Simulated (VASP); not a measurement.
# Sb (R-3m) in VASP: further runs

Aim: see how the results for Sb move with the level of theory and the settings. Levels: PBE, LDA. Tasks: single point.

Everything below comes from runs of VASP 6.6.1. Logs are shortened: lines on timing, memory, paths and dates and some standing lists are left out, and cuts for length are marked.

## 1. The cell of the first run

It takes space group R-3m (No. 166, trigonal). Conventional cell: a = 4.329 Å, b = 4.329 Å, c = 11.482 Å, α = 90.00°, β = 90.00°, γ = 120.00°. Sb (site symmetry 3m) has 6 Sb at 2.91 to 3.42 Å within 3.8 Å.

## 2. Single point, PBE

The input, INCAR:

```
SYSTEM = Sb
  PREC = Accurate
  ENCUT = 520
  EDIFF = 1E-6
  ISMEAR = -1
  SIGMA = 0.02
  LREAL = .False.
  LASPH = .True.
  NELM = 60
  ALGO = Normal
  ISIF = 2
  LWAVE = .False.
  LCHARG = .False.
  GGA = PE
  NBANDS = 12
```

The input, KPOINTS:

```
Automatic mesh
0
Gamma
  8 8 8
  0 0 0
```

The input, POSCAR:

```
Sb
1.0
    2.1647005704      1.2497904571      3.8274116321
   -2.1647005704      1.2497904571      3.8274116321
    0.0000000000     -2.4995809141      3.8274116321
Sb
2
Direct
    0.2315156446      0.2315156446      0.2315156446
    0.7684843554      0.7684843554      0.7684843554
```

Potentials or basis: VASP PAW PBE potentials, release 64 (Sb).

Run with:

```
$ cat potpaw_PBE.64/Sb/POTCAR > POTCAR
$ mpirun -np 1 vasp_std > vasp.out
```

OUTCAR:

```text
SYSTEM = Sb
   PREC = Accurate
   ENCUT = 520
   EDIFF = 1E-6
   ISMEAR = -1
   LREAL = .False.
   LASPH = .True.
   NELM = 60
   ISIF = 2
   GGA = PE

 ion  position               nearest neighbor table
   1  0.232  0.232  0.232-   2 2.91   2 2.91   2 2.91   2 3.42   2 3.42   2 3.42
   2  0.768  0.768  0.768-   1 2.91   1 2.91   1 2.91   1 3.42   1 3.42   1 3.42

  LATTYP: Found a trigonal (rhomboedric) cell.
 ALAT       =     4.5713219694
 COS(alpha) =     0.5515210772

  Lattice vectors:

 A1 = (   2.1647005704,   1.2497904571,   3.8274116321)
 A2 = (  -2.1647005704,   1.2497904571,   3.8274116321)
 A3 = (   0.0000000000,  -2.4995809141,   3.8274116321)

Analysis of symmetry for initial positions (statically):
=====================================================================
 Subroutine PRICEL returns:
 Original cell was already a primitive cell.

 Routine SETGRP: Setting up the symmetry group for a
 trigonal (rhombohedral) supercell.

 Subroutine GETGRP returns: Found 12 space group operations
 (whereof 12 operations were pure point group operations)
 out of a pool of 12 trial point group operations.

The static configuration has the point symmetry D_3d.

Analysis of symmetry for dynamics (positions and initial velocities):
=====================================================================
 Subroutine PRICEL returns:
 Original cell was already a primitive cell.

 Routine SETGRP: Setting up the symmetry group for a
 trigonal (rhombohedral) supercell.

 Subroutine GETGRP returns: Found 12 space group operations
 (whereof 12 operations were pure point group operations)
 out of a pool of 12 trial point group operations.

The dynamic configuration has the point symmetry D_3d.

 Subroutine INISYM returns: Found 12 space group operations
 (whereof 12 operations are pure point group operations),
 and found     1 'primitive' translations

----------------------------------------------------------------------------------------

                                     Primitive cell

  volume of cell :      62.1286

  direct lattice vectors                    reciprocal lattice vectors
     2.164700570  1.249790457  3.827411632     0.230978828  0.133355688  0.087091059
    -2.164700570  1.249790457  3.827411632    -0.230978828  0.133355688  0.087091059
     0.000000000 -2.499580914  3.827411632     0.000000000 -0.266711377  0.087091059

  length of vectors
     4.571321969  4.571321969  4.571321969     0.280570510  0.280570510  0.280570510

  position of ions in fractional coordinates (direct lattice)
     0.231515645  0.231515645  0.231515645
     0.768484355  0.768484355  0.768484355

  ion indices of the primitive-cell ions
   primitive index   ion index
                 1           1
                 2           2

----------------------------------------------------------------------------------------

 KPOINTS: Automatic mesh

Automatic generation of k-mesh.
 Grid dimensions read from file:
 generate k-points for:    8    8    8

 Generating k-lattice:

  Cartesian coordinates                     Fractional coordinates (reciprocal lattice)
     0.028872353  0.016669461  0.010886382     0.125000000  0.000000000 -0.000000000
    -0.028872353  0.016669461  0.010886382     0.000000000  0.125000000 -0.000000000
     0.000000000 -0.033338922  0.010886382    -0.000000000 -0.000000000  0.125000000

  Length of vectors
     0.035071314  0.035071314  0.035071314

  Shift w.r.t. Gamma in fractional coordinates (k-lattice)
     0.000000000  0.000000000  0.000000000

 Subroutine IBZKPT returns following result:
 ===========================================

 Found     65 irreducible k-points:

 Following reciprocal coordinates:
            Coordinates               Weight
  0.000000  0.000000  0.000000      1.000000
  0.125000 -0.000000  0.000000      6.000000
  0.250000 -0.000000  0.000000      6.000000
  0.375000 -0.000000 -0.000000      6.000000
  0.500000 -0.000000  0.000000      3.000000
  0.125000  0.125000  0.000000      6.000000
[... 16 lines left out ...]
  0.250000  0.125000  0.125000      6.000000
  0.375000  0.125000  0.125000      6.000000
 [... further k-points ...]
   k-points           NKPTS =     65   k-points in BZ     NKDIM =     65   number of bands    NBANDS=     12
   number of dos      NEDOS =    301   number of ions     NIONS =      2
   total plane-waves  NPLWV =  46656
   dimension x,y,z NGX =    36 NGY =   36 NGZ =   36
   dimension x,y,z NGXF=    72 NGYF=   72 NGZF=   72
   ions per type =               2
   NGX,Y,Z   is equivalent  to a cutoff of  13.09, 13.09, 13.09 a.u.
   NGXF,Y,Z  is equivalent  to a cutoff of  26.18, 26.18, 26.18 a.u.
 SYSTEM =  Sb
   PREC   = accura    normal or accurate (medium, high low for compatibility)
   ISTART =      0    job   : 0-new  1-cont  2-samecut
   ICHARG =      2    charge: 1-file 2-atom 10-const
   ISPIN  =      1    spin polarized calculation?
   LNONCOLLINEAR =      F non collinear calculations
   LSORBIT =      F    spin-orbit coupling
   LASPH  =      T    aspherical Exc in radial PAW
   ENCUT  =  520.0 eV  38.22 Ry    6.18 a.u.   8.50  8.50  8.50*2*pi/ulx,y,z
   NELM   =     60;   NELMIN=  2; NELMDL= -5     # of ELM steps
   EDIFF  = 0.1E-05   stopping-criterion for ELM
   LREAL  =      F    real-space projection
   EDIFFG = 0.1E-04   stopping-criterion for IOM
   NSW    =      0    number of steps for IOM
   IBRION =     -1    ionic relax: 0-MD 1-quasi-New 2-CG
   NFREE  =      0    steps in history (QN), initial steepest desc. (CG)
   ISIF   =      2    stress and relaxation
   ISYM   =      2    0-nonsym 1-usesym 2-fastsym
   POTIM  = 0.5000    time-step for ionic-motion
   TEBEG  =    0.0;   TEEND  =   0.0 temperature during run
   PSTRESS=    0.0 pullay stress
   NELECT =      10.0000    total number of electrons
   NUPDOWN=      -1.0000    fix difference up-down
   EMIN   =  10.00;   EMAX   =-10.00  energy-range for DOS
   EFERMI =   0.00;   METHOD = LEGACY
   ISMEAR =    -1;   SIGMA  =   0.02  broadening in eV -4-tet -1-fermi 0-gaus
   EFERMI_NEDOS =   21; number of points for ismear=-14 and -15
   IALGO  =     38    algorithm
   IMIX   =      4    mixing-type and parameters
     AMIX     =   0.40;   BMIX     =  1.00
     AMIX_MAG =   1.60;   BMIX_MAG =  1.00
  volume/ion in A,a.u.               =      31.06       209.63
  Fermi-wavevector in a.u.,A,eV,Ry     =   0.890521  1.682841 10.789805  0.793028
  Thomas-Fermi vector in A             =   2.012223
   LORBIT       =      0    0 simple, 1 ext, 2 COOP (PROOUT), +10 PAW based schemes
   GGA     = PE    functional components
   LHFCALC =     F    Hartree Fock is set to
   AEXX    =    0.0000 exact exchange contribution
   IVDW    =     0    specifies the selected vdW correction
   LEPSILON=     F    determine dielectric tensor
   LRPA    =     F    only Hartree local field effects (RPA)
 non-spin polarized calculation
  energy-cutoff  :      520.00
  volume of cell :       62.13
 maximum number of plane-waves:      1687
 NGX is ok and might be reduce to    36
   NGX = 17   NGY = 17   NGZ = 17

 number of electron      10.0000000 magnetization

 Free energy of the ion-electron system (eV)
  ---------------------------------------------------
  ext. energy  EPLUGINS =         0.00000000
  ---------------------------------------------------
  free energy    TOTEN  =        -8.26855639 eV

  energy without entropy =       -8.26799937  energy(sigma->0) =       -8.26827788

 E-fermi :   7.0420     XC(G=0):  -9.4009

 val. band max:        7.0380365400   @ k =   0.3750   0.1250   0.1250
 cond. band min:       7.1030497171   @ k =   0.3750   0.1250   0.1250
 fundamental gap:      0.0650131771
 Fermi energy:         7.0420228337

 k-point     1 :       0.0000    0.0000    0.0000
  band No.  band energies     occupation
      1      -5.6125      2.00000
      2       2.0168      2.00000
      3       4.9308      2.00000
      4       5.1921      2.00000
      5       5.1921      2.00000
      6       8.8108      0.00000
      7       9.5429      0.00000
      8       9.5429      0.00000
      9      12.1553      0.00000
     10      12.1553      0.00000
     11      12.3515      0.00000
     12      13.5784      0.00000

 k-point     2 :       0.1250   -0.0000    0.0000
  band No.  band energies     occupation
      1      -5.4441      2.00000
      2       1.3550      2.00000
      3       4.9595      2.00000
      4       5.1355      2.00000
      5       5.3972      2.00000
      6       8.7843      0.00000
      7       9.1422      0.00000
      8       9.2215      0.00000
      9      11.5603      0.00000
     10      12.0318      0.00000
     11      12.2024      0.00000
     12      14.6387      0.00000

 k-point     3 :       0.2500   -0.0000    0.0000
  band No.  band energies     occupation
      1      -4.9446      2.00000
      2      -0.0250      2.00000
      3       4.9296      2.00000
      4       5.0235      2.00000
      5       5.8219      2.00000
      6       8.1295      0.00000
      7       8.3758      0.00000
      8       8.4993      0.00000
      9      11.8593      0.00000
     10      12.4228      0.00000
     11      12.9910      0.00000
     12      16.6867      0.00000

 k-point     4 :       0.3750   -0.0000   -0.0000
  band No.  band energies     occupation
      1      -4.1410      2.00000
      2      -1.5034      2.00000
      3       4.9432      2.00000
      4       4.9782      2.00000
      5       6.2240      2.00000
      6       7.3495      0.00000
      7       7.5485      0.00000
      8       7.8849      0.00000
      9      12.9707      0.00000
     10      13.9135      0.00000
     11      14.4511      0.00000
     12      16.6887      0.00000

 k-point     5 :       0.5000   -0.0000    0.0000
  band No.  band energies     occupation
      1      -3.3516      2.00000
      2      -2.5371      2.00000
      3       4.9190      2.00000
      4       5.0332      2.00000
      5       6.6908      2.00000
      6       6.7216      2.00000
      7       7.1997      0.00075
      8       7.6529      0.00000
      9      14.3475      0.00000
     10      14.9520      0.00000
     11      15.9523      0.00000
     12      16.0183      0.00000
[... 228 lines left out ...]
      1      -3.3470      2.00000
      2      -1.0984      2.00000
      3       1.7407      2.00000
      4       3.3383      2.00000
      5       3.4015      2.00000
      6       8.4611      0.00000
      7      11.7441      0.00000
      8      12.4582      0.00000
      9      13.6306      0.00000
     10      15.5657      0.00000
     11      16.8227      0.00000
     12      17.1211      0.00000

 k-point    22 :       0.1250    0.1250    0.1250
  band No.  band energies     occupation
      1      -5.4824      2.00000
      2       1.2913      2.00000
      3       5.2240      2.00000
      4       5.2240      2.00000
      5       5.4219      2.00000
      6       8.7618      0.00000
      7       9.1185      0.00000
      8       9.1185      0.00000
      9      11.9327      0.00000
     10      12.3353      0.00000
     11      12.3353      0.00000
     12      14.3204      0.00000

 k-point    23 :       0.2500    0.1250    0.1250
  band No.  band energies     occupation
      1      -5.2308      2.00000
      2       0.6007      2.00000
      3       4.2273      2.00000
      4       5.4739      2.00000
      5       6.3623      2.00000
      6       8.0741      0.00000
      7       8.2449      0.00000
      8       9.7873      0.00000
      9      11.8003      0.00000
     10      12.2589      0.00000
     11      12.9807      0.00000
     12      14.3714      0.00000

 k-point    24 :       0.3750    0.1250    0.1250
  band No.  band energies     occupation
      1      -4.6573      2.00000
      2      -0.5351      2.00000
      3       3.6299      2.00000
      4       5.3364      2.00000
      5       7.0380      1.09933
      6       7.1030      0.09032
      7       7.7929      0.00000
      8       9.9159      0.00000
      9      11.9561      0.00000
     10      12.9489      0.00000
     11      13.9945      0.00000
     12      15.8403      0.00000

 [... further k-points ...]
[... 5 lines left out ...]
  --------------------------------------------------------------------------------------
  -------------------------------------------------------------------------------------
  Total        0.8015839      0.8015839      0.5555059      0.0000000      0.0000000      0.0000000
  in kB       20.6713139     20.6713139     14.3254340      0.0000000      0.0000000      0.0000000
  external PRESSURE =      18.5560206 kB  Pullay stress =       0.0000000 kB

 VOLUME and BASIS-vectors are now :
 -----------------------------------------------------------------------------
  energy-cutoff  :      520.00
  volume of cell :       62.13
      direct lattice vectors                 reciprocal lattice vectors
     2.164700570  1.249790457  3.827411632     0.230978828  0.133355688  0.087091059
    -2.164700570  1.249790457  3.827411632    -0.230978828  0.133355688  0.087091059
     0.000000000 -2.499580914  3.827411632     0.000000000 -0.266711377  0.087091059

 POSITION                                       TOTAL-FORCE (eV/Angst)
 -----------------------------------------------------------------------------------
      0.00000      0.00000      2.65832         0.000000      0.000000      0.267269
      0.00000      0.00000      8.82392         0.000000     -0.000000     -0.267269
 -----------------------------------------------------------------------------------
    total drift:                                0.000000     -0.000000      0.000000

  FREE ENERGIE OF THE ION-ELECTRON SYSTEM (eV)
  ---------------------------------------------------
  free  energy   TOTEN  =        -8.2685563915 eV

  energy  without entropy=       -8.2679993692  energy(sigma->0) =       -8.26827788
```

Run time: 33 s. Hardware: 1 thread of Intel Xeon Platinum 8488C (Sapphire Rapids), shared host; peak memory 0.21 GiB.

Results:

```yaml
Free_energy: -8.2686 eV
Pressure: 1.9 GPa
Largest_force: 0.267 eV/Å
Band_gap_on_the_k_mesh: zero (band 5 reaches 7.04 eV, above the bottom of band 6 at 6.72 eV)
```

Forces on the atoms (eV/Å):
```
Sb   0.000  0.000  0.267
Sb   0.000  0.000 -0.267
```

Stress tensor (GPa, compression positive):
```
2.07 0.00 0.00
0.00 2.07 0.00
0.00 0.00 1.43
```

Levels at points of the mesh, in eV from the Fermi level:
```
           k point  band 3  band 4  band 5  band 6  band 7  band 8
(0.00, 0.00, 0.00)   -2.11   -1.85   -1.85    1.77    2.50    2.50
(0.50, 0.00, 0.00)   -2.12   -2.01   -0.35   -0.32    0.16    0.61
(0.50, 0.50, 0.00)   -5.30   -3.70   -3.64    1.42    4.70    5.42
(0.50, 0.50, 0.50)   -1.43   -1.43   -0.64    0.19    0.19    1.13
```

Caveat: spin-orbit coupling is left out, which moves the levels of the heavy elements.

## 3. Single point, LDA

The input, INCAR:

```
PREC = Accurate
ENCUT = 520
EDIFF = 1E-6
ISMEAR = -1
SIGMA = 0.02
LREAL = False
LASPH = True
NELM = 80
ALGO = Normal
ISIF = 2
LWAVE = False
LCHARG = False
GGA = CA
NBANDS = 12
```

The input, KPOINTS:

```
Automatic mesh
0
Gamma
  8 8 8
```

POSCAR is that of step 2.

Potentials or basis: VASP PAW LDA potentials, release 64 (Sb).

Run with:

```
$ cat potpaw_LDA.64/Sb/POTCAR > POTCAR
$ mpirun -np 1 vasp_std > vasp.out
```

Run time: 37 s. Hardware: 1 thread of Intel Xeon Platinum 8488C (Sapphire Rapids), shared host; peak memory 0.19 GiB.

Results (log left out):

- Free energy: -9.6040 eV
- Pressure: -1.7 GPa
- Largest force: 0.132 eV/Å
- Band gap on the k mesh: zero (band 5 reaches 6.85 eV, above the bottom of band 6 at 6.54 eV)

Forces in eV/Å, atoms in the order of the input:
```
Sb   0.000  0.000  0.132
Sb   0.000  0.000 -0.132
```

Stress tensor (GPa, compression positive):
```
-1.52  0.00  0.00
 0.00 -1.52  0.00
 0.00  0.00 -2.06
```

Levels at points of the mesh, in eV from the Fermi level:
```csv
k point,band 1,band 2,band 3,band 4,band 5,band 6,band 7,band 8,band 9,band 10
"(0.00, 0.00, 0.00)",-12.63,-5.08,-2.06,-1.80,-1.80,1.80,2.51,2.51,5.15,5.15
"(0.50, 0.00, 0.00)",-10.38,-9.57,-2.06,-1.96,-0.32,-0.31,0.17,0.64,7.28,7.88
"(0.50, 0.50, 0.00)",-10.38,-8.14,-5.26,-3.65,-3.58,1.46,4.68,5.40,6.53,8.44
"(0.50, 0.50, 0.50)",-11.29,-8.81,-1.37,-1.37,-0.66,0.23,0.23,1.15,6.66,8.40
```

Caveat: spin-orbit coupling is left out, which moves the levels of the heavy elements.
